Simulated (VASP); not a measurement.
# SnO2 (C222_1) in VASP: further runs, part 2 of 2

VASP 6.6.1. Earlier steps stand in the parts before.

### 3 Single point, PBE+D3(BJ) (atoms displaced along a vibrational mode)

Contents of INCAR:

```
SYSTEM = SnO2
ALGO = Normal
EDIFF = 1E-7
ENCUT = 520
GGA = PE
ISIF = 2
ISMEAR = 0
IVDW = 12
LASPH = .True.
LCHARG = .False.
LREAL = .False.
LWAVE = .False.
NBANDS = 35
NELM = 60
PREC = Accurate
SIGMA = 0.05
```

Contents of KPOINTS:

```
k-points
0
Gamma
  12 12 4
  0 0 0
```

Contents of POSCAR:

```
SnO2
1.0
    3.2112908149      0.0000000000      0.0000000000
   -1.6056454074      2.7810594246      0.0000000000
    0.0000000000      0.0000000000     10.3366770592
Sn O
2 4
Direct
   -0.0649822401      0.0000000000      0.5000000000
    0.0649822401      0.0000000000      0.0000000000
    0.6008675808      0.3333333333      0.4018520904
    0.7324657525      0.3333333333      0.0981479096
    0.2675342475      0.6666666667      0.5981479096
    0.3991324192      0.6666666667      0.9018520904
```

Potentials or basis: VASP PAW PBE potentials, release 64 (Sn_d, O).

Started as:

```bash
$ cat potpaw_PBE.64/Sn_d/POTCAR potpaw_PBE.64/O/POTCAR > POTCAR
$ mpirun -np 1 vasp_std > vasp.out
```

OUTCAR:

```text
SYSTEM = SnO2
   EDIFF = 1E-7
   ENCUT = 520
   GGA = PE
   ISIF = 2
   ISMEAR = 0
   IVDW = 12
   LASPH = .True.
   LREAL = .False.
   NELM = 60
   PREC = Accurate
 IVDW          = 12

 ion  position               nearest neighbor table
   1  0.935  0.000  0.500-   5 2.11   3 2.11   5 2.11   3 2.11   3 2.12   5 2.12
   2  0.065  0.000  0.000-   4 2.11   6 2.11   4 2.11   6 2.11   6 2.12   4 2.12
   3  0.601  0.333  0.402-   1 2.11   1 2.11   1 2.12
   4  0.732  0.333  0.098-   2 2.11   2 2.11   2 2.12
   5  0.268  0.667  0.598-   1 2.11   1 2.11   1 2.12
   6  0.399  0.667  0.902-   2 2.11   2 2.11   2 2.12

  LATTYP: Found a hexagonal cell.
 ALAT       =     3.2112908149
 C/A-ratio  =     3.2188542412

  Lattice vectors:

 A1 = (   3.2112908149,   0.0000000000,   0.0000000000)
 A2 = (  -1.6056454074,   2.7810594246,   0.0000000000)
 A3 = (   0.0000000000,   0.0000000000,  10.3366770592)

Analysis of symmetry for initial positions (statically):
=====================================================================
 Subroutine PRICEL returns:
 Original cell was already a primitive cell.

 Routine SETGRP: Setting up the symmetry group for a
 hexagonal supercell.

 Subroutine GETGRP returns: Found  4 space group operations
 (whereof  2 operations were pure point group operations)
 out of a pool of 24 trial point group operations.

The static configuration has the point symmetry C_2 .
 The point group associated with its full space group is D_2 .

Analysis of symmetry for dynamics (positions and initial velocities):
=====================================================================
 Subroutine PRICEL returns:
 Original cell was already a primitive cell.

 Routine SETGRP: Setting up the symmetry group for a
 hexagonal supercell.

 Subroutine GETGRP returns: Found  4 space group operations
 (whereof  2 operations were pure point group operations)
 out of a pool of 24 trial point group operations.

The dynamic configuration has the point symmetry C_2 .
 The point group associated with its full space group is D_2 .

 Subroutine INISYM returns: Found  4 space group operations
 (whereof  2 operations are pure point group operations),
 and found     1 'primitive' translations

----------------------------------------------------------------------------------------

                                     Primitive cell

  volume of cell :      92.3147

  direct lattice vectors                    reciprocal lattice vectors
     3.211290815  0.000000000  0.000000000     0.311401258  0.179787600  0.000000000
    -1.605645407  2.781059425  0.000000000     0.000000000  0.359575200  0.000000000
     0.000000000  0.000000000 10.336677059     0.000000000  0.000000000  0.096742889

  length of vectors
     3.211290815  3.211290815 10.336677059     0.359575200  0.359575200  0.096742889

  position of ions in fractional coordinates (direct lattice)
     0.935017760  0.000000000  0.500000000
     0.064982240  0.000000000  0.000000000
     0.600867581  0.333333333  0.401852090
[... 35 lines left out ...]
 ===========================================

 Found    129 irreducible k-points:

 Following reciprocal coordinates:
            Coordinates               Weight
  0.000000  0.000000  0.000000      1.000000
  0.083333  0.000000  0.000000      4.000000
  0.000000  0.083333  0.000000      2.000000
  0.166667  0.000000  0.000000      4.000000
  0.000000  0.166667  0.000000      2.000000
  0.250000  0.000000  0.000000      4.000000
[... 16 lines left out ...]
 -0.083333  0.416667  0.000000      4.000000
 -0.416667  0.333333  0.000000      4.000000
 [... further k-points ...]
   k-points           NKPTS =    129   k-points in BZ     NKDIM =    129   number of bands    NBANDS=     35
   number of dos      NEDOS =    301   number of ions     NIONS =      6
   total plane-waves  NPLWV =  46080
   dimension x,y,z NGX =    24 NGY =   24 NGZ =   80
   dimension x,y,z NGXF=    48 NGYF=   48 NGZF=  160
   ions per type =               2   4
   NGX,Y,Z   is equivalent  to a cutoff of  12.42, 12.42, 12.87 a.u.
   NGXF,Y,Z  is equivalent  to a cutoff of  24.85, 24.85, 25.73 a.u.
 SYSTEM =  SnO2
   PREC   = accura    normal or accurate (medium, high low for compatibility)
   ISTART =      0    job   : 0-new  1-cont  2-samecut
   ICHARG =      2    charge: 1-file 2-atom 10-const
   ISPIN  =      1    spin polarized calculation?
   LNONCOLLINEAR =      F non collinear calculations
   LSORBIT =      F    spin-orbit coupling
   LASPH  =      T    aspherical Exc in radial PAW
   ENCUT  =  520.0 eV  38.22 Ry    6.18 a.u.   5.97  5.97 19.22*2*pi/ulx,y,z
   NELM   =     60;   NELMIN=  2; NELMDL= -5     # of ELM steps
   EDIFF  = 0.1E-06   stopping-criterion for ELM
   LREAL  =      F    real-space projection
   EDIFFG = 0.1E-05   stopping-criterion for IOM
   NSW    =      0    number of steps for IOM
   IBRION =     -1    ionic relax: 0-MD 1-quasi-New 2-CG
   NFREE  =      0    steps in history (QN), initial steepest desc. (CG)
   ISIF   =      2    stress and relaxation
   ISYM   =      2    0-nonsym 1-usesym 2-fastsym
   POTIM  = 0.5000    time-step for ionic-motion
   TEBEG  =    0.0;   TEEND  =   0.0 temperature during run
   PSTRESS=    0.0 pullay stress
   NELECT =      52.0000    total number of electrons
   NUPDOWN=      -1.0000    fix difference up-down
   EMIN   =  10.00;   EMAX   =-10.00  energy-range for DOS
   EFERMI =   0.00;   METHOD = LEGACY
   ISMEAR =     0;   SIGMA  =   0.05  broadening in eV -4-tet -1-fermi 0-gaus
   EFERMI_NEDOS =   21; number of points for ismear=-14 and -15
   IALGO  =     38    algorithm
   IMIX   =      4    mixing-type and parameters
     AMIX     =   0.40;   BMIX     =  1.00
     AMIX_MAG =   1.60;   BMIX_MAG =  1.00
  volume/ion in A,a.u.               =      15.39       103.83
  Fermi-wavevector in a.u.,A,eV,Ry     =   1.352028  2.554962 24.871171  1.827980
  Thomas-Fermi vector in A             =   2.479401
   LORBIT       =      0    0 simple, 1 ext, 2 COOP (PROOUT), +10 PAW based schemes
   GGA     = PE    functional components
   LHFCALC =     F    Hartree Fock is set to
   AEXX    =    0.0000 exact exchange contribution
   IVDW    =    12    specifies the selected vdW correction
   LEPSILON=     F    determine dielectric tensor
   LRPA    =     F    only Hartree local field effects (RPA)
 non-spin polarized calculation
 Gauss-broadening in eV      SIGMA  =   0.05
  energy-cutoff  :      520.00
  volume of cell :       92.31
 maximum number of plane-waves:      2520
   NGX = 11   NGY = 11   NGZ = 39

 number of electron      51.9999988 magnetization

 Free energy of the ion-electron system (eV)
  ---------------------------------------------------
  ext. energy  EPLUGINS =         0.00000000
  ---------------------------------------------------
  free energy    TOTEN  =       -36.31458444 eV

  energy without entropy =      -36.31458444  energy(sigma->0) =      -36.31458444

 E-fermi :   2.9930     XC(G=0):  -9.5250

 val. band max:        2.6959600433   @ k =  -0.1667   0.4167   0.0000
 cond. band min:       4.7767938582   @ k =   0.0000   0.0000   0.0000
 fundamental gap:      2.0808338149
 Fermi energy:         2.9929836413

 k-point     1 :       0.0000    0.0000    0.0000
  band No.  band energies     occupation
      1     -17.3883      2.00000
      2     -17.3870      2.00000
      3     -17.1579      2.00000
      4     -17.1579      2.00000
      5     -17.1579      2.00000
      6     -17.1578      2.00000
[... 901 lines left out ...]
     34      14.5125      0.00000
     35      14.6469      0.00000

 [... further k-points ...]

------------------------ aborting loop because EDIFF is reached ----------------------------------------

 Edisp (eV)   -0.98730

 E8    (eV) :    -0.3865

  FORCE on cell =-STRESS in cart. coord.  units (eV):
  Direction    XX          YY          ZZ          XY          YZ          ZX
  --------------------------------------------------------------------------------------
  -------------------------------------------------------------------------------------
  Total       0.47528     0.44016     0.00774     0.00000     0.00000     0.00000
  in kB       8.24876     7.63918     0.13440     0.00000     0.00000     0.00000
  external pressure =        5.34 kB  Pullay stress =        0.00 kB

 VOLUME and BASIS-vectors are now :
 -----------------------------------------------------------------------------
  energy-cutoff  :      520.00
  volume of cell :       92.31
      direct lattice vectors                 reciprocal lattice vectors
     3.211290815  0.000000000  0.000000000     0.311401258  0.179787600  0.000000000
    -1.605645407  2.781059425  0.000000000     0.000000000  0.359575200  0.000000000
     0.000000000  0.000000000 10.336677059     0.000000000  0.000000000  0.096742889

 POSITION                                       TOTAL-FORCE (eV/Angst)
 -----------------------------------------------------------------------------------
      3.00261      0.00000      5.16834        -0.041404      0.000000      0.000000
      0.20868      0.00000      0.00000         0.041404      0.000000      0.000000
      1.39435      0.92702      4.15382        -0.002341     -0.001354     -0.065964
      1.81695      0.92702      1.01452         0.002341     -0.001354      0.065964
     -0.21130      1.85404      6.18286        -0.002341      0.001354      0.065964
      0.21130      1.85404      9.32215         0.002341      0.001354     -0.065964
 -----------------------------------------------------------------------------------
    total drift:                                0.000000     -0.000000      0.000000

  FREE ENERGIE OF THE ION-ELECTRON SYSTEM (eV)
  ---------------------------------------------------
  free  energy   TOTEN  =       -37.3018837546 eV

  energy  without entropy=      -37.3018837546  energy(sigma->0) =      -37.30188375
```

OSZICAR:

```text
N       E                     dE             d eps       ncg     rms          rms(c)
DAV:   1     0.648651280889E+03    0.64865E+03   -0.25169E+04  9667   0.218E+03
DAV:   2     0.642211421109E+02   -0.58443E+03   -0.54970E+03  9929   0.591E+02
DAV:   3    -0.367474266221E+02   -0.10097E+03   -0.99195E+02  9956   0.209E+02
DAV:   4    -0.421291695530E+02   -0.53817E+01   -0.53415E+01 11216   0.536E+01
DAV:   5    -0.422720094865E+02   -0.14284E+00   -0.14265E+00 10886   0.908E+00    0.152E+01
DAV:   6    -0.362561867511E+02    0.60158E+01   -0.17805E+01 14168   0.646E+01    0.624E+00
DAV:   7    -0.363510760359E+02   -0.94889E-01   -0.21638E+00  9688   0.850E+00    0.318E+00
DAV:   8    -0.363190612697E+02    0.32015E-01   -0.18062E-01 13942   0.380E+00    0.963E-01
DAV:   9    -0.363130388702E+02    0.60224E-02   -0.34424E-02 14330   0.268E+00    0.141E-01
DAV:  10    -0.363145339882E+02   -0.14951E-02   -0.59109E-03 11918   0.802E-01    0.756E-02
DAV:  11    -0.363145664669E+02   -0.32479E-04   -0.63650E-04 14366   0.301E-01    0.207E-02
DAV:  12    -0.363145868358E+02   -0.20369E-04   -0.71075E-05 10419   0.529E-02    0.161E-02
DAV:  13    -0.363145846447E+02    0.21911E-05   -0.87077E-06 14233   0.336E-02    0.258E-03
DAV:  14    -0.363145843531E+02    0.29159E-06   -0.11699E-06 12494   0.872E-03    0.151E-03
DAV:  15    -0.363145844430E+02   -0.89816E-07   -0.48835E-08  8001   0.201E-03
   1 F= -.37301884E+02 E0= -.37301884E+02  d E =-.263620E-18
```

Wall time 2.9 min (1 thread of Intel Xeon Platinum 8559C (Emerald Rapids), shared host); peak memory 0.45 GiB.

Results:

```
Free energy                : -37.3019 eV
Pressure                   : 0.5 GPa
Largest force              : 0.066 eV/Å
Band gap on the k mesh     : 2.08 eV (least direct gap 2.44 eV)
Dispersion energy per atom : -0.165 eV
```

Forces on the atoms (eV/Å):
```
Sn  -0.041  0.000  0.000
Sn   0.041  0.000  0.000
O   -0.002 -0.001 -0.066
O    0.002 -0.001  0.066
O   -0.002  0.001  0.066
O    0.002  0.001 -0.066
```

Stress tensor (GPa, compression positive):
```
0.82 0.00 0.00
0.00 0.76 0.00
0.00 0.00 0.01
```

Caveat: the cell differs from its parent crystal (atoms displaced along a vibrational mode); spin-orbit coupling is left out, which moves the levels of the heavy elements. A k mesh can miss the band edges.

### 4 Single point, PBE+D3(BJ) (atoms displaced along a vibrational mode, the cell strained)

Contents of INCAR:

```
  ALGO = Normal
  EDIFF = 1E-7
  ENCUT = 520
  GGA = PE
  ISIF = 2
  ISMEAR = 0
  IVDW = 12
  LASPH = T
  LCHARG = T
  LELF = T
  LREAL = F
  LVHAR = T
  LWAVE = F
  NBANDS = 35
  NELM = 60
  PREC = Accurate
  SIGMA = 0.05
```

Contents of KPOINTS:

```
k-points
0
Gamma
  12 12 4
```

Edit POSCAR of step 3 so:

```diff
@@ -2,5 +2,5 @@
 1.0
-    3.2112908149      0.0000000000      0.0000000000
-   -1.6056454074      2.7810594246      0.0000000000
-    0.0000000000      0.0000000000     10.3366770592
+    3.2379445286      0.0000000000      0.0000000000
+   -1.6189722643      2.8041422179      0.0000000000
+    0.0000000000      0.0000000000     10.4224714788
 Sn O
```

Started as:

```bash
$ cat potpaw_PBE.64/Sn_d/POTCAR potpaw_PBE.64/O/POTCAR > POTCAR
$ mpirun -np 1 vasp_std > vasp.out
```

It took 10 min on 1 thread of Intel Xeon Platinum 8375C at 2.90GHz (Ice Lake), shared host; peak memory 0.44 GiB.

The run converged. Its results:

```yaml
Free_energy: -37.2883 eV
Pressure: -2.7 GPa
Largest_force: 0.198 eV/Å
Band_gap_on_the_k_mesh: 1.93 eV (least direct gap 2.26 eV)
Dispersion_energy_per_atom: -0.160 eV
```

Forces in eV/Å, atoms in the order of the input:
```
Sn  -0.037  0.000  0.000
Sn   0.037  0.000  0.000
O   -0.003 -0.001  0.198
O    0.003 -0.001 -0.198
O   -0.003  0.001 -0.198
O    0.003  0.001  0.198
```

Stress tensor (GPa, compression positive):
```
-3.06  0.00  0.00
 0.00 -3.12  0.00
 0.00  0.00 -1.89
```

Levels at points of the mesh, in eV from the valence-band top:
```csv
k point,band 24,band 25,band 26,band 27,band 28,band 29
"(0.00, 0.00, 0.00)",-0.91,-0.90,-0.33,1.93,2.78,5.30
"(0.50, 0.00, 0.00)",-0.56,-0.55,-0.08,4.95,5.10,6.81
"(0.00, 0.50, 0.00)",-0.57,-0.57,-0.07,4.95,5.11,6.80
"(0.00, 0.00, 0.50)",-0.92,-0.74,-0.74,2.38,2.38,5.51
"(0.50, 0.00, 0.50)",-0.59,-0.29,-0.29,5.03,5.03,7.11
"(0.00, 0.50, 0.50)",-0.59,-0.29,-0.29,5.03,5.03,7.12
```

Caveat: the cell differs from its parent crystal (atoms displaced along a vibrational mode, the cell strained); spin-orbit coupling is left out, which moves the levels of the heavy elements.

### 5 Single point, PBE+D3(BJ) (atoms displaced along a vibrational mode, the cell strained)

Contents of INCAR:

```
PREC = Accurate
ENCUT = 520
EDIFF = 1E-6
ISMEAR = 0
SIGMA = 0.05
LREAL = False
LASPH = True
NELM = 60
ALGO = Normal
ISIF = 2
LWAVE = False
LCHARG = False
GGA = PE
IVDW = 12
NBANDS = 35
```

Contents of KPOINTS:

```
regular mesh
0
Gamma
  12 12 4
```

Contents of POSCAR:

```
SnO2
1.0
    3.2379445286      0.0000000000      0.0000000000
   -1.6189722643      2.8041422179      0.0000000000
    0.0000000000      0.0000000000     10.4224714788
Sn O
2 4
Direct
   -0.1949774738      0.0000000000      0.5000000000
    0.1949774738      0.0000000000      0.0000000000
    0.4692382690      0.3333333333      0.4018520904
    0.8640950643      0.3333333333      0.0981479096
    0.1359049357      0.6666666667      0.5981479096
    0.5307617310      0.6666666667      0.9018520904
```

Started as:

```bash
$ cat potpaw_PBE.64/Sn_d/POTCAR potpaw_PBE.64/O/POTCAR > POTCAR
$ mpirun -np 1 vasp_std > vasp.out
```

It took 8.3 min on 1 thread of Intel Xeon Platinum 8375C at 2.90GHz (Ice Lake), shared host; peak memory 0.44 GiB.

Results (log left out):

```yaml
Free_energy: -37.3315 eV
Pressure: -2.9 GPa
Largest_force: 0.171 eV/Å
Band_gap_on_the_k_mesh: 2.02 eV (least direct gap 2.31 eV)
Dispersion_energy_per_atom: -0.160 eV
```

Forces on the atoms (eV/Å):
```
Sn  -0.105  0.000  0.000
Sn   0.105  0.000  0.000
O    0.035 -0.007  0.167
O   -0.035 -0.007 -0.167
O    0.035  0.007 -0.167
O   -0.035  0.007  0.167
```

Stress tensor (GPa, compression positive):
```
-2.75  0.00  0.00
 0.00 -3.06  0.00
 0.00  0.00 -2.78
```

Levels at points of the mesh, in eV from the valence-band top:
| k point | band 23 | band 24 | band 25 | band 26 | band 27 | band 28 | band 29 | band 30 |
| --- | --- | --- | --- | --- | --- | --- | --- | --- |
| (0.00, 0.00, 0.00) | -0.85 | -0.83 | -0.82 | -0.29 | 2.02 | 2.87 | 5.48 | 5.73 |
| (0.50, 0.00, 0.00) | -0.51 | -0.50 | -0.32 | -0.16 | 5.09 | 5.13 | 7.08 | 7.30 |
| (0.00, 0.50, 0.00) | -0.53 | -0.48 | -0.45 | -0.04 | 5.06 | 5.17 | 6.93 | 7.56 |
| (0.00, 0.00, 0.50) | -0.83 | -0.83 | -0.67 | -0.67 | 2.47 | 2.47 | 5.62 | 5.62 |
| (0.50, 0.00, 0.50) | -0.51 | -0.51 | -0.24 | -0.24 | 5.12 | 5.12 | 7.19 | 7.19 |
| (0.00, 0.50, 0.50) | -0.50 | -0.50 | -0.23 | -0.23 | 5.12 | 5.12 | 7.23 | 7.23 |

Caveat: the cell differs from its parent crystal (atoms displaced along a vibrational mode, the cell strained); spin-orbit coupling is left out, which moves the levels of the heavy elements. A k mesh can miss the band edges.

### 6 Summary

```csv
cell,gap on the mesh (eV),pressure (GPa),largest force (eV/Å)
"a = 3.185, b = 3.185, c = 10.251 Å, angles 90.0, 90.0, 120.0°, 6 atoms, atomic positions A",2.29,4.1,0.38
"a = 3.211, b = 3.211, c = 10.337 Å, angles 90.0, 90.0, 120.0°, 6 atoms, atomic positions B",2.08,0.5,0.07
"a = 3.238, b = 3.238, c = 10.422 Å, angles 90.0, 90.0, 120.0°, 6 atoms, atomic positions B",1.93,-2.7,0.20
"a = 3.238, b = 3.238, c = 10.422 Å, angles 90.0, 90.0, 120.0°, 6 atoms, atomic positions C",2.02,-2.9,0.17
```

Alike in all rows: task single point; level PBE+D3(BJ); potentials or basis VASP PAW PBE potentials, release 64 (Sn_d, O); no spin polarisation; k mesh 12 × 12 × 4; cutoff (eV) 520; smearing gaussian 0.05 eV.

Caveats: spin-orbit coupling is left out, which moves the levels of the heavy elements; the cell stands under pressure (at least some runs).

Total energies depend on the potentials used, so only differences within one code and one set of settings carry meaning.
